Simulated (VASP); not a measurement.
# SnTe (zincblende type) (F-43m) in VASP: a series of runs, part 2 of 2

VASP 6.6.1. The steps go on from the part before.

## (3) Single point, PBEsol (volume scaled by 0.55)

INCAR reads:

```
PREC     = Accurate       # precision mode
ENCUT    = 520            # plane-wave cutoff, eV
EDIFF    = 1E-7           # SCF threshold, eV
ISMEAR   = -1             # smearing method
SIGMA    = 0.1            # smearing width, eV
LREAL    = False          # projectors in reciprocal space
LASPH    = True           # aspherical terms in the spheres
NELM     = 80             # most SCF steps
ALGO     = Normal         # electronic algorithm
ISIF     = 2              # what is computed and relaxed
LWAVE    = False          # write WAVECAR
LCHARG   = True           # write CHGCAR
GGA      = PS             # functional
LELF     = True           # ELF
LVHAR    = True         
NBANDS   = 17             # bands
```

KPOINTS reads:

```
regular mesh
0
Gamma
  12 12 12
```

POSCAR reads:

```
SnTe
1.0
    0.0000000000      2.8983425081      2.8983425081
    2.8983425081      0.0000000000      2.8983425081
    2.8983425081      2.8983425081      0.0000000000
Sn Te
1 1
Direct
    0.0000000000      0.0000000000      0.0000000000
    0.2500000000      0.2500000000      0.2500000000
```

Potentials or basis: VASP PAW PBE potentials, release 64 (Sn_d, Te).

Launch:

```bash
> cat potpaw_PBE.64/Sn_d/POTCAR potpaw_PBE.64/Te/POTCAR > POTCAR
> mpirun -np 1 vasp_std > vasp.out
```

OUTCAR:

```text
PREC = Accurate
   ENCUT = 520
   EDIFF = 1E-7
   ISMEAR = -1
   LREAL = False
   LASPH = True
   NELM = 80
   ISIF = 2
   GGA = PS

 ion  position               nearest neighbor table
   1  0.000  0.000  0.000-   2 2.51   2 2.51   2 2.51   2 2.51
   2  0.250  0.250  0.250-   1 2.51   1 2.51   1 2.51   1 2.51

  LATTYP: Found a face centered cubic cell.
 ALAT       =     5.7966850162

  Lattice vectors:

 A1 = (   0.0000000000,   2.8983425081,   2.8983425081)
 A2 = (   2.8983425081,   0.0000000000,   2.8983425081)
 A3 = (   2.8983425081,   2.8983425081,   0.0000000000)

Analysis of symmetry for initial positions (statically):
=====================================================================
 Subroutine PRICEL returns:
 Original cell was already a primitive cell.

 Routine SETGRP: Setting up the symmetry group for a
 face centered cubic supercell.

 Subroutine GETGRP returns: Found 24 space group operations
 (whereof 24 operations were pure point group operations)
 out of a pool of 48 trial point group operations.

[... 154 lines left out ...]
  ---------------------------------------------------
  ext. energy  EPLUGINS =         0.00000000
  ---------------------------------------------------
  free energy    TOTEN  =        -3.80449067 eV

  energy without entropy =       -3.77080673  energy(sigma->0) =       -3.78764870

 E-fermi :  10.7226     XC(G=0): -10.6373

 val. band max:       10.7123884364   @ k =   0.3333   0.2500   0.0000
 cond. band min:      10.7524526727   @ k =  -0.4167   0.4167   0.0833
 fundamental gap:      0.0400642363
 Fermi energy:        10.7225737041

 k-point     1 :       0.0000    0.0000    0.0000
  band No.  band energies     occupation
      1     -12.1939      2.00000
      2     -12.1939      2.00000
      3     -12.1939      2.00000
      4     -12.0518      2.00000
      5     -12.0518      2.00000
      6      -5.8162      2.00000
[... 457 lines left out ...]
      4     -12.0556      2.00000
      5     -12.0521      2.00000
      6      -3.6892      2.00000
[... 9 lines left out ...]
     16      17.8770      0.00000
     17      21.4047      0.00000

 [... further k-points ...]
[... 5 lines left out ...]
  --------------------------------------------------------------------------------------
  -------------------------------------------------------------------------------------
  Total       15.8170112     15.8170112     15.8170112     -0.0000000     -0.0000000      0.0000000
  in kB      520.4222906    520.4222906    520.4222906     -0.0000000     -0.0000000      0.0000000
  external PRESSURE =     520.4222906 kB  Pullay stress =       0.0000000 kB

 VOLUME and BASIS-vectors are now :
 -----------------------------------------------------------------------------
  energy-cutoff  :      520.00
  volume of cell :       48.69
      direct lattice vectors                 reciprocal lattice vectors
     0.000000000  2.898342508  2.898342508    -0.172512392  0.172512392  0.172512392
     2.898342508  0.000000000  2.898342508     0.172512392 -0.172512392  0.172512392
     2.898342508  2.898342508  0.000000000     0.172512392  0.172512392 -0.172512392

 POSITION                                       TOTAL-FORCE (eV/Angst)
 -----------------------------------------------------------------------------------
      0.00000      0.00000      0.00000        -0.000000     -0.000000     -0.000000
      1.44917      1.44917      1.44917         0.000000      0.000000      0.000000
 -----------------------------------------------------------------------------------
    total drift:                                0.000001      0.000001      0.000000

  FREE ENERGIE OF THE ION-ELECTRON SYSTEM (eV)
  ---------------------------------------------------
  free  energy   TOTEN  =        -3.8044906737 eV

  energy  without entropy=       -3.7708067311  energy(sigma->0) =       -3.78764870
```

OSZICAR:

```text
N       E                     dE             d eps       ncg     rms          rms(c)
DAV:   1     0.136504473201E+03    0.13650E+03   -0.97717E+03  2475   0.150E+03
DAV:   2     0.800805957002E+01   -0.12850E+03   -0.12509E+03  2673   0.352E+02
DAV:   3    -0.359521872727E+01   -0.11603E+02   -0.11466E+02  2997   0.918E+01
DAV:   4    -0.391236830193E+01   -0.31715E+00   -0.31687E+00  3046   0.158E+01
DAV:   5    -0.392312117613E+01   -0.10753E-01   -0.10752E-01  3491   0.289E+00    0.198E+01
DAV:   6    -0.384234630404E+01    0.80775E-01   -0.32340E-02  3134   0.160E+00    0.118E+01
DAV:   7    -0.380511227372E+01    0.37234E-01   -0.49642E-02  3067   0.175E+00    0.306E-01
DAV:   8    -0.380450055309E+01    0.61172E-03   -0.47200E-03  2923   0.618E-01    0.186E-01
DAV:   9    -0.380449534053E+01    0.52126E-05   -0.24083E-04  3308   0.127E-01    0.371E-02
DAV:  10    -0.380449349833E+01    0.18422E-05   -0.14421E-05  3412   0.274E-02    0.240E-02
DAV:  11    -0.380449132452E+01    0.21738E-05   -0.20376E-06  3059   0.147E-02    0.160E-02
DAV:  12    -0.380449073425E+01    0.59027E-06   -0.22369E-07  2652   0.418E-03    0.198E-03
DAV:  13    -0.380449067369E+01    0.60564E-07   -0.14420E-08  1457   0.154E-03
   1 F= -.38044907E+01 E0= -.37876487E+01  d E =-.336839E-01
```

stdout:

```text
POSCAR found type information on POSCAR SnTe
 POSCAR found :  2 types and       2 ions
 scaLAPACK will be used
 -----------------------------------------------------------------------------
|                                                                             |
|                                                                             |
|     You enforced a specific xc type in the INCAR file but a different       |
|     I HOPE YOU KNOW WHAT YOU ARE DOING!                                     |
|                                                                             |
 -----------------------------------------------------------------------------

 LDA part: xc-table for (Slater+PW92), standard interpolation
 POSCAR, INCAR and KPOINTS ok, starting setup
 FFT: planning ... GRIDC
 FFT: planning ... GRID_SOFT
 FFT: planning ... GRID
 WAVECAR not read
 entering main loop
```

Run time: 23 s. Hardware: 1 thread of Intel Xeon 6975P-C (Granite Rapids), shared host; peak memory 0.21 GiB.

Results:

```yaml
Free_energy: -3.8045 eV
Pressure: 52.0 GPa
Band_gap_on_the_k_mesh: zero (band 10 reaches 12.15 eV, above the bottom of band 11 at 9.15 eV)
```

Levels at points of the mesh, in eV from the Fermi level:
| k point | band 7 | band 8 | band 9 | band 10 | band 11 | band 12 | band 13 | band 14 |
| --- | --- | --- | --- | --- | --- | --- | --- | --- |
| (0.00, 0.00, 0.00) | -3.39 | -3.39 | -3.39 | -2.27 | 0.19 | 0.19 | 0.19 | 3.81 |
| (0.50, 0.00, 0.00) | -10.40 | -4.73 | -4.73 | -2.10 | 1.29 | 1.29 | 3.94 | 7.25 |
| (0.50, 0.50, 0.00) | -10.75 | -6.36 | -6.36 | -1.69 | -1.58 | 7.04 | 7.04 | 8.08 |

Caveat: the PAW data sets were made with another functional, which shifts forces and pressure a little; spin-orbit coupling is left out, which moves the levels of the heavy elements.

## (4) Single point, PBEsol (volume scaled by 0.64)

INCAR reads:

```
PREC = Accurate ; ENCUT = 520
EDIFF = 1E-7 ; ISMEAR = -1
SIGMA = 0.1 ; LREAL = False
LASPH = True ; NELM = 60
ALGO = Normal ; ISIF = 2
LWAVE = False ; LCHARG = False
GGA = PS ; NBANDS = 17
```

KPOINTS reads:

```
Automatic mesh
0
Gamma
  12 12 12
```

POSCAR reads:

```
SnTe
1.0
    0.0000000000      3.0485182636      3.0485182636
    3.0485182636      0.0000000000      3.0485182636
    3.0485182636      3.0485182636      0.0000000000
Sn Te
1 1
Direct
    0.0000000000      0.0000000000      0.0000000000
    0.2500000000      0.2500000000      0.2500000000
```

Potentials or basis: VASP PAW PBE potentials, release 64 (Sn_d, Te).

Launch:

```bash
> cat potpaw_PBE.64/Sn_d/POTCAR potpaw_PBE.64/Te/POTCAR > POTCAR
> mpirun -np 1 vasp_std > vasp.out
```

OUTCAR:

```text
PREC = Accurate
   ENCUT = 520
   EDIFF = 1E-7
   ISMEAR = -1
   LREAL = False
   LASPH = True
   NELM = 60
   ISIF = 2
   GGA = PS

 ion  position               nearest neighbor table
   1  0.000  0.000  0.000-   2 2.64   2 2.64   2 2.64   2 2.64
   2  0.250  0.250  0.250-   1 2.64   1 2.64   1 2.64   1 2.64

  LATTYP: Found a face centered cubic cell.
 ALAT       =     6.0970365272

  Lattice vectors:

 A1 = (   0.0000000000,   3.0485182636,   3.0485182636)
 A2 = (   3.0485182636,   0.0000000000,   3.0485182636)
 A3 = (   3.0485182636,   3.0485182636,   0.0000000000)

Analysis of symmetry for initial positions (statically):
=====================================================================
 Subroutine PRICEL returns:
 Original cell was already a primitive cell.

 Routine SETGRP: Setting up the symmetry group for a
 face centered cubic supercell.

 Subroutine GETGRP returns: Found 24 space group operations
 (whereof 24 operations were pure point group operations)
 out of a pool of 48 trial point group operations.

[... 154 lines left out ...]
  ---------------------------------------------------
  ext. energy  EPLUGINS =         0.00000000
  ---------------------------------------------------
  free energy    TOTEN  =        -5.73171529 eV

  energy without entropy =       -5.70215965  energy(sigma->0) =       -5.71693747

 E-fermi :   8.5211     XC(G=0):  -9.9083

 val. band max:        8.4874602039   @ k =   0.3333   0.2500   0.0000
 cond. band min:       8.5612190469   @ k =   0.3333   0.2500   0.0833
 fundamental gap:      0.0737588430
 Fermi energy:         8.5211084568

 k-point     1 :       0.0000    0.0000    0.0000
  band No.  band energies     occupation
      1     -13.8447      2.00000
      2     -13.8447      2.00000
      3     -13.8447      2.00000
      4     -13.7576      2.00000
      5     -13.7576      2.00000
      6      -6.5937      2.00000
[... 457 lines left out ...]
      4     -13.7592      2.00000
      5     -13.7573      2.00000
      6      -4.9508      2.00000
[... 9 lines left out ...]
     16      15.5340      0.00000
     17      18.0724      0.00000

 [... further k-points ...]
[... 5 lines left out ...]
  --------------------------------------------------------------------------------------
  -------------------------------------------------------------------------------------
  Total        9.8918142      9.8918142      9.8918142      0.0000000      0.0000000     -0.0000000
  in kB      279.6984987    279.6984987    279.6984987      0.0000000      0.0000000     -0.0000000
  external PRESSURE =     279.6984987 kB  Pullay stress =       0.0000000 kB

 VOLUME and BASIS-vectors are now :
 -----------------------------------------------------------------------------
  energy-cutoff  :      520.00
  volume of cell :       56.66
      direct lattice vectors                 reciprocal lattice vectors
     0.000000000  3.048518264  3.048518264    -0.164014107  0.164014107  0.164014107
     3.048518264  0.000000000  3.048518264     0.164014107 -0.164014107  0.164014107
     3.048518264  3.048518264  0.000000000     0.164014107  0.164014107 -0.164014107

 POSITION                                       TOTAL-FORCE (eV/Angst)
 -----------------------------------------------------------------------------------
      0.00000      0.00000      0.00000         0.000000      0.000000      0.000000
      1.52426      1.52426      1.52426        -0.000000     -0.000000     -0.000000
 -----------------------------------------------------------------------------------
    total drift:                               -0.000000     -0.000000     -0.000000

  FREE ENERGIE OF THE ION-ELECTRON SYSTEM (eV)
  ---------------------------------------------------
  free  energy   TOTEN  =        -5.7317152921 eV

  energy  without entropy=       -5.7021596506  energy(sigma->0) =       -5.71693747
```

stdout:

```text
POSCAR found type information on POSCAR SnTe
 POSCAR found :  2 types and       2 ions
 scaLAPACK will be used
 -----------------------------------------------------------------------------
|                                                                             |
|                                                                             |
|     You enforced a specific xc type in the INCAR file but a different       |
|     I HOPE YOU KNOW WHAT YOU ARE DOING!                                     |
|                                                                             |
 -----------------------------------------------------------------------------

 LDA part: xc-table for (Slater+PW92), standard interpolation
 POSCAR, INCAR and KPOINTS ok, starting setup
 FFT: planning ... GRIDC
 FFT: planning ... GRID_SOFT
 FFT: planning ... GRID
 WAVECAR not read
 entering main loop
```

It took 18 s on 1 thread of Intel Xeon 6975P-C (Granite Rapids), shared host; peak memory 0.22 GiB.

What came out:

```yaml
Free_energy: -5.7317 eV
Pressure: 28.0 GPa
Band_gap_on_the_k_mesh: zero (band 10 reaches 9.54 eV, above the bottom of band 11 at 7.31 eV)
```

Levels at points of the mesh, in eV from the Fermi level:
```csv
k point,band 6,band 7,band 8,band 9,band 10,band 11,band 12,band 13,band 14,band 15
"(0.00, 0.00, 0.00)",-15.11,-3.20,-3.14,-3.14,-3.14,0.42,0.42,0.42,3.84,6.56
"(0.50, 0.00, 0.00)",-13.64,-9.33,-4.21,-4.21,-2.26,1.46,1.46,4.23,6.49,7.56
"(0.50, 0.50, 0.00)",-12.96,-9.75,-5.53,-5.53,-1.27,-1.21,6.18,6.18,7.05,8.80
```

Caveat: the PAW data sets were made with another functional, which shifts forces and pressure a little; spin-orbit coupling is left out, which moves the levels of the heavy elements.
